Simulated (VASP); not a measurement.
Crystal: Ni.

```
Ni
1.0
     0.00000    1.73306    1.73306
     1.73306    0.00000    1.73306
     1.73306    1.73306    0.00000
Ni
1
Direct
  0.00000 0.00000 0.00000
```

Base run:

```yaml
Program: VASP 6.6.1
Functional: r2SCAN
Potentials_or_basis: VASP PAW PBE potentials, release 64 (Ni)
Cutoff: 520 eV
k_mesh: 12 × 12 × 12
Occupations: fermi-dirac, width 0.1 eV
Spin: no spin polarisation
```

Its results: band gap on the k mesh zero (band 5 reaches 9.81 eV, above the bottom of band 6 at 8.69 eV); pressure 0.5 GPa.

The run is repeated on the same cell with these changes: k mesh from 12 × 12 × 12 to 4 × 4 × 4. What comes out?

Band gap on the k mesh zero (band 5 reaches 9.74 eV, above the bottom of band 6 at 8.66 eV); pressure -2.2 GPa.

Caveats: some runs use coarse meshes; the PAW data sets were made with another functional, which shifts forces and pressure a little; the run has no spin polarisation, though such a crystal can be magnetic.
